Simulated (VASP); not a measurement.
# CdS (P6_3mc) in VASP: notebook, part 2 of 3

VASP 6.6.1. Earlier steps stand in the parts before.

### Step 3. Vibrations by perturbation theory, PBEsol (24.21 Å³/atom)

This run uses another cell than the first one, of 24.21 Å³/atom.

Input file INCAR:

```
SYSTEM = CdS
PREC = Accurate
ENCUT = 520
EDIFF = 1E-8
ISMEAR = 0
SIGMA = 0.01
LREAL = .False.
LASPH = .True.
NELM = 60
ALGO = Normal
ISIF = 2
LWAVE = .False.
LCHARG = .True.
GGA = PS
IBRION = 8
NSW = 1
```

Input file KPOINTS:

```
Automatic mesh
0
Gamma
  6 6 4
  0 0 0
```

Input file POSCAR:

```
CdS
1.0
    4.0961796650      0.0000000000      0.0000000000
   -2.0480898325      3.5473956484      0.0000000000
    0.0000000000      0.0000000000      6.6646530268
Cd S
2 2
Direct
    0.3333333333      0.6666666667     -0.0007529161
    0.6666666667      0.3333333333      0.4992470839
    0.3333333333      0.6666666667      0.3757529161
    0.6666666667      0.3333333333      0.8757529161
```

Potentials or basis: VASP PAW PBE potentials, release 64 (Cd, S).

Launch:

```bash
$ cat potpaw_PBE.64/Cd/POTCAR potpaw_PBE.64/S/POTCAR > POTCAR
$ mpirun -np 1 vasp_std > vasp.out
```

OUTCAR:

```text
SYSTEM = CdS
   PREC = Accurate
   ENCUT = 520
   EDIFF = 1E-8
   ISMEAR = 0
   LREAL = .False.
   LASPH = .True.
   NELM = 60
   ISIF = 2
   GGA = PS
   IBRION = 8
   NSW = 1

 ion  position               nearest neighbor table
   1  0.333  0.667  0.999-   4 2.50   4 2.50   4 2.50   3 2.51
   2  0.667  0.333  0.499-   3 2.50   3 2.50   3 2.50   4 2.51
   3  0.333  0.667  0.376-   2 2.50   2 2.50   2 2.50   1 2.51
   4  0.667  0.333  0.876-   1 2.50   1 2.50   1 2.50   2 2.51

  LATTYP: Found a hexagonal cell.
 ALAT       =     4.0961796650
 C/A-ratio  =     1.6270411876

  Lattice vectors:

 A1 = (   4.0961796650,   0.0000000000,   0.0000000000)
 A2 = (  -2.0480898325,   3.5473956484,   0.0000000000)
 A3 = (   0.0000000000,   0.0000000000,   6.6646530268)

Analysis of symmetry for initial positions (statically):
=====================================================================
 Subroutine PRICEL returns:
 Original cell was already a primitive cell.

 Routine SETGRP: Setting up the symmetry group for a
 hexagonal supercell.

 Subroutine GETGRP returns: Found 12 space group operations
 (whereof  6 operations were pure point group operations)
 out of a pool of 24 trial point group operations.

[... 744 lines left out ...]
  ---------------------------------------------------
  free energy    TOTEN  =        -0.12163396 eV

  energy without entropy =       -0.12163396

------------------------ aborting loop because EDIFF is reached ----------------------------------------

 INTERNAL STRAIN TENSOR  FOR ION    3  DIRECTION 3   (eV/Angst):
 -----------------------------------------------------------------------------
     4.46078 -0.00000  0.00000
    -0.00000  4.46078  0.00000
     0.00000 -0.00000 -8.66347

 INTERNAL STRAIN TENSOR FOR ION    4 for displacements in x,y,z  (eV/Angst):
          X           Y           Z          XY          YZ          ZX
  --------------------------------------------------------------------------------
  x     0.00000     0.00000     0.00000     7.50146    -0.00000     4.63888
  y     7.50146    -7.50146    -0.00000     0.00000     4.24816     0.00000
  z     4.46078     4.46078    -8.66347     0.00000     0.00000     0.00000

 SECOND DERIVATIVES (NOT SYMMETRIZED)
 ------------------------------------
               1X          1Y          1Z          2X          2Y          2Z          3X          3Y          3Z          4X          4Y          4Z
  1X    -5.632999   -0.000000    0.000000   -0.071902    0.000000    0.000000    0.022872    0.000000    0.000000    5.682029    0.000000    0.000000
  1Y    -0.000000   -5.632999    0.000000   -0.000000   -0.071902    0.000000   -0.000000    0.022872    0.000000    0.000000    5.682029    0.000000
  1Z    -0.000000    0.000000   -7.068384    0.000000   -0.000000    1.711245    0.000000    0.000000    4.208001    0.000000    0.000000    1.149138
  2X    -0.071902    0.000000   -0.000000   -5.632999    0.000000    0.000000    5.682029    0.000000    0.000000    0.022872    0.000000   -0.000000
  2Y     0.000000   -0.071902   -0.000000   -0.000000   -5.632999   -0.000000    0.000000    5.682029    0.000000    0.000000    0.022872    0.000000
  2Z    -0.000000    0.000000    1.711245    0.000000    0.000000   -7.068384    0.000000    0.000000    1.149138    0.000000   -0.000000    4.208001
  3X     0.003743   -0.000000    0.000000    5.662079    0.000000    0.000000   -6.180465    0.000000   -0.000000    0.514643    0.000000   -0.000000
  3Y     0.000000    0.003743    0.000000    0.000000    5.662079    0.000000    0.000000   -6.180465    0.000000    0.000000    0.514643    0.000000
  3Z     0.000000    0.000000    4.190736    0.000000    0.000000    1.143108    0.000000    0.000000   -8.061219    0.000000    0.000000    2.727376
  4X     5.662079    0.000000    0.000000    0.003743    0.000000    0.000000    0.514643   -0.000000    0.000000   -6.180465    0.000000    0.000000
  4Y     0.000000    5.662079    0.000000    0.000000    0.003743   -0.000000    0.000000    0.514643    0.000000    0.000000   -6.180465   -0.000000
  4Z     0.000000    0.000000    1.143108   -0.000000    0.000000    4.190736    0.000000    0.000000    2.727376   -0.000000    0.000000   -8.061219

 Eigenvectors and eigenvalues of the dynamical matrix
 ----------------------------------------------------

   1 f  =    9.197112 THz    57.787162 2PiTHz  306.782648 cm-1    38.036184 meV
             X         Y         Z           dx          dy          dz
     -0.000000  2.364930  6.659635    -0.000000   -0.000000    0.131828
      2.048090  1.182465  3.327309     0.000000    0.000000   -0.131828
     -0.000000  2.364930  2.504263    -0.000000   -0.000000   -0.694710
      2.048090  1.182465  5.836589     0.000000    0.000000    0.694710
[... 71 lines left out ...]
  12 f/i=    0.010668 THz     0.067030 2PiTHz    0.355850 cm-1     0.044120 meV
             X         Y         Z           dx          dy          dz
     -0.000000  2.364930  6.659635    -0.064216    0.619926   -0.000000
      2.048090  1.182465  3.327309    -0.064216    0.619926   -0.000000
     -0.000000  2.364930  2.504263    -0.034416    0.332240   -0.000000
      2.048090  1.182465  5.836589    -0.034416    0.332240   -0.000000

--------------------------------------------------------------------------------------------------------

 ELASTIC MODULI CONTR FROM IONIC RELAXATION (kBar)
 Direction    XX          YY          ZZ          XY          YZ          ZX
 --------------------------------------------------------------------------------
 XX        -401.2562    155.0310    238.4999     -0.0000     -0.0000      0.0000
 YY         155.0310   -401.2562    238.4999      0.0000      0.0000     -0.0000
 ZZ         238.4999    238.4999   -462.0338     -0.0000      0.0000      0.0000
 XY          -0.0000      0.0000     -0.0000   -278.1436     -0.0000      0.0000
 YZ          -0.0000      0.0000      0.0000     -0.0000   -113.3389     -0.0000
 ZX           0.0000     -0.0000      0.0000     -0.0000     -0.0000   -118.8883
 --------------------------------------------------------------------------------
```

OSZICAR:

```text
N       E                     dE             d eps       ncg     rms          rms(c)
DAV:   1     0.254376033346E+03    0.25438E+03   -0.17985E+04   924   0.152E+03
DAV:   2     0.115136636347E+00   -0.25426E+03   -0.24786E+03  1020   0.362E+02
DAV:   3    -0.144483391501E+02   -0.14563E+02   -0.14522E+02  1116   0.867E+01
DAV:   4    -0.146093669084E+02   -0.16103E+00   -0.16093E+00  1062   0.924E+00
[... 90 lines left out ...]
RMM:  10    -0.121633899056E+00    0.31755E-06   -0.39350E-08  1788   0.649E-05    0.148E-05
RMM:  11    -0.121633935102E+00   -0.36046E-07   -0.35158E-08  1751   0.288E-05    0.675E-06
RMM:  12    -0.121633950067E+00   -0.14965E-07   -0.93539E-09  1686   0.641E-06    0.213E-06
RMM:  13    -0.121633960136E+00   -0.10068E-07    0.72376E-09  1517   0.576E-06    0.130E-06
RMM:  14    -0.121633957105E+00    0.30307E-08    0.60689E-09  1075   0.216E-06    0.355E-07
 Linear response finished
```

It took 5 min on 1 thread of Intel Xeon 6975P-C (Granite Rapids), shared host; peak memory 0.47 GiB.

Results:

```
Highest phonon frequency at Γ, LO-TO splitting left out : 307 cm⁻¹
```

Phonon frequencies in cm⁻¹ (negative: imaginary):
```tsv
q point	frequencies
(0.000, 0.000, 0.000)	0 0 0 39 39 136 241 249 249 262 262 307
```

Caveat: the cell stands under pressure or tension, which shifts response properties; the PAW data sets were made with another functional, which shifts forces and pressure a little.

### Step 4. Vibrations by perturbation theory, PBEsol

This run uses another cell than the first one, of 24.70 Å³/atom.

Input file INCAR:

```
SYSTEM = CdS
PREC = Accurate
ENCUT = 520
EDIFF = 1E-8
ISMEAR = 0
SIGMA = 0.01
LREAL = .FALSE.
LASPH = .TRUE.
NELM = 80
ALGO = Normal
ISIF = 2
LWAVE = .FALSE.
LCHARG = .FALSE.
GGA = PS
IBRION = 8
NSW = 1
```

Input file KPOINTS:

```
regular mesh
0
G
  6 6 4
  0 0 0
```

Input file POSCAR:

```
CdS
1.0
    4.1238573942      0.0000000000      0.0000000000
   -2.0619286971      3.5713652650      0.0000000000
    0.0000000000      0.0000000000      6.7096858322
Cd S
2 2
Direct
    0.3333333333      0.6666666667     -0.0007770980
    0.6666666667      0.3333333333      0.4992229020
    0.3333333333      0.6666666667      0.3757770980
    0.6666666667      0.3333333333      0.8757770980
```

Potentials or basis: VASP PAW PBE potentials, release 64 (Cd, S).

Launch:

```bash
$ cat potpaw_PBE.64/Cd/POTCAR potpaw_PBE.64/S/POTCAR > POTCAR
$ mpirun -np 1 vasp_std > vasp.out
```

OUTCAR:

```text
SYSTEM = CdS
   PREC = Accurate
   ENCUT = 520
   EDIFF = 1E-8
   ISMEAR = 0
   LREAL = .FALSE.
   LASPH = .TRUE.
   NELM = 80
   ISIF = 2
   GGA = PS
   IBRION = 8
   NSW = 1

 ion  position               nearest neighbor table
   1  0.333  0.667  0.999-   4 2.52   4 2.52   4 2.52   3 2.53
   2  0.667  0.333  0.499-   3 2.52   3 2.52   3 2.52   4 2.53
   3  0.333  0.667  0.376-   2 2.52   2 2.52   2 2.52   1 2.53
   4  0.667  0.333  0.876-   1 2.52   1 2.52   1 2.52   2 2.53

  LATTYP: Found a hexagonal cell.
 ALAT       =     4.1238573942
 C/A-ratio  =     1.6270411876

  Lattice vectors:

 A1 = (   4.1238573942,   0.0000000000,   0.0000000000)
 A2 = (  -2.0619286971,   3.5713652650,   0.0000000000)
 A3 = (   0.0000000000,   0.0000000000,   6.7096858322)

Analysis of symmetry for initial positions (statically):
=====================================================================
 Subroutine PRICEL returns:
 Original cell was already a primitive cell.

 Routine SETGRP: Setting up the symmetry group for a
 hexagonal supercell.

 Subroutine GETGRP returns: Found 12 space group operations
 (whereof  6 operations were pure point group operations)
 out of a pool of 24 trial point group operations.

[... 745 lines left out ...]
  ---------------------------------------------------
  free energy    TOTEN  =        -0.12140597 eV

  energy without entropy =       -0.12140597

------------------------ aborting loop because EDIFF is reached ----------------------------------------

 INTERNAL STRAIN TENSOR  FOR ION    3  DIRECTION 3   (eV/Angst):
 -----------------------------------------------------------------------------
     3.98850  0.00000  0.00000
    -0.00000  3.98850  0.00000
     0.00000 -0.00000 -7.73890

 INTERNAL STRAIN TENSOR FOR ION    4 for displacements in x,y,z  (eV/Angst):
          X           Y           Z          XY          YZ          ZX
  --------------------------------------------------------------------------------
  x     0.00000    -0.00000     0.00000     6.81343    -0.00000     4.17820
  y     6.81343    -6.81343    -0.00000     0.00000     3.78048     0.00000
  z     3.98850     3.98850    -7.73890     0.00000    -0.00000     0.00000

 SECOND DERIVATIVES (NOT SYMMETRIZED)
 ------------------------------------
               1X          1Y          1Z          2X          2Y          2Z          3X          3Y          3Z          4X          4Y          4Z
  1X    -5.164282   -0.000000   -0.000000   -0.102653    0.000000    0.000000    0.049042    0.000000    0.000000    5.217893    0.000000    0.000000
  1Y     0.000000   -5.164282    0.000000   -0.000000   -0.102653    0.000000   -0.000000    0.049042    0.000000    0.000000    5.217893    0.000000
  1Z     0.000000    0.000000   -6.592883    0.000000    0.000000    1.661991    0.000000    0.000000    3.799992    0.000000    0.000000    1.130901
  2X    -0.102653    0.000000    0.000000   -5.164282   -0.000000    0.000000    5.217893    0.000000    0.000000    0.049042    0.000000    0.000000
  2Y    -0.000000   -0.102653   -0.000000    0.000000   -5.164282    0.000000    0.000000    5.217893    0.000000    0.000000    0.049042    0.000000
  2Z    -0.000000    0.000000    1.661991    0.000000    0.000000   -6.592883    0.000000    0.000000    1.130901   -0.000000   -0.000000    3.799992
  3X     0.056542   -0.000000    0.000000    5.224624    0.000000    0.000000   -5.783212    0.000000    0.000000    0.502045    0.000000    0.000000
  3Y     0.000000    0.056542    0.000000   -0.000000    5.224624    0.000000   -0.000000   -5.783212    0.000000    0.000000    0.502045    0.000000
  3Z     0.000000    0.000000    3.802620    0.000000    0.000000    1.145474   -0.000000    0.000000   -7.587403    0.000000    0.000000    2.639310
  4X     5.224624    0.000000    0.000000    0.056542   -0.000000   -0.000000    0.502045   -0.000000    0.000000   -5.783212    0.000000    0.000000
  4Y    -0.000000    5.224624    0.000000    0.000000    0.056542   -0.000000    0.000000    0.502045    0.000000   -0.000000   -5.783212   -0.000000
  4Z     0.000000    0.000000    1.145474    0.000000    0.000000    3.802620    0.000000    0.000000    2.639310    0.000000    0.000000   -7.587403

 Eigenvectors and eigenvalues of the dynamical matrix
 ----------------------------------------------------

   1 f  =    8.935576 THz    56.143880 2PiTHz  298.058732 cm-1    36.954556 meV
             X         Y         Z           dx          dy          dz
     -0.000000  2.380910  6.704472     0.000000    0.000000    0.121989
      2.061929  1.190455  3.349629    -0.000000   -0.000000   -0.121989
     -0.000000  2.380910  2.521346     0.000000    0.000000   -0.696505
      2.061929  1.190455  5.876189    -0.000000   -0.000000    0.696505
[... 71 lines left out ...]
  12 f/i=    0.005031 THz     0.031609 2PiTHz    0.167808 cm-1     0.020806 meV
             X         Y         Z           dx          dy          dz
     -0.000000  2.380910  6.704472    -0.000000    0.000000   -0.623961
      2.061929  1.190455  3.349629    -0.000000    0.000000   -0.623961
     -0.000000  2.380910  2.521346    -0.000000    0.000000   -0.332675
      2.061929  1.190455  5.876189    -0.000000    0.000000   -0.332675

--------------------------------------------------------------------------------------------------------

 ELASTIC MODULI CONTR FROM IONIC RELAXATION (kBar)
 Direction    XX          YY          ZZ          XY          YZ          ZX
 --------------------------------------------------------------------------------
 XX        -343.8411    135.1639    201.8019     -0.0000      0.0000     -0.0000
 YY         135.1639   -343.8411    201.8019      0.0000     -0.0000      0.0000
 ZZ         201.8019    201.8019   -390.3064      0.0000     -0.0000     -0.0000
 XY          -0.0000      0.0000      0.0000   -239.5025     -0.0000      0.0000
 YZ           0.0000     -0.0000     -0.0000     -0.0000    -95.5678      0.0000
 ZX          -0.0000      0.0000     -0.0000     -0.0000      0.0000   -101.2991
 --------------------------------------------------------------------------------
```

Wall time 4.3 min (1 thread of Intel Xeon 6975P-C (Granite Rapids), shared host); peak memory 0.49 GiB.

What came out:

- Highest phonon frequency at Γ, LO-TO splitting left out: 298 cm⁻¹

Phonon frequencies in cm⁻¹ (negative: imaginary):
```tsv
q point	frequencies
(0.000, 0.000, 0.000)	0 0 0 40 40 134 232 240 240 253 253 298
```

Caveat: the PAW data sets were made with another functional, which shifts forces and pressure a little.

(Continued in part 3 of 3.)
